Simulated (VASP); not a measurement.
Runs of VASP 6.6.1 on RbBr. The structure is that of space group P6/mmm (No. 191), or close to it. The cells are those of the table. 

```csv
task,cell,k mesh,cutoff (eV),smearing,gap on the mesh (eV),pressure (GPa)
single point,"a = 8.158, b = 8.158, c = 4.923 Å, angles 90.0, 90.0, 120.0°, 6 atoms",6 × 6 × 4,520,gaussian 0.02 eV,2.62,0.0
single point,"a = 7.024, b = 7.024, c = 5.667 Å, angles 90.0, 90.0, 120.0°, 6 atoms",3 × 3 × 4,520,gaussian 0.1 eV,3.07,(a)
relaxation of cell and atoms,"relaxed from a = 8.158, b = 8.158, c = 4.923 Å, angles 90.0, 90.0, 120.0°, 6 atoms",3 × 3 × 6,600,gaussian 0.02 eV,2.62,0.0
single point,"a = 8.158, b = 8.158, c = 4.923 Å, angles 90.0, 90.0, 120.0°, 6 atoms",3 × 3 × 6,520,gaussian 0.02 eV,2.62,0.0
```

Alike in all rows: level PBE; potentials or basis VASP PAW PBE potentials, release 64 (Rb_sv, Br); no spin polarisation.

Fill in the values left out.

(a) 0.9.

Caveats: the stress differs along the axes, from -3 to 3 GPa (at least some runs).

A k mesh can miss the band edges, and the runs leave out spin-orbit coupling on Br, Rb.
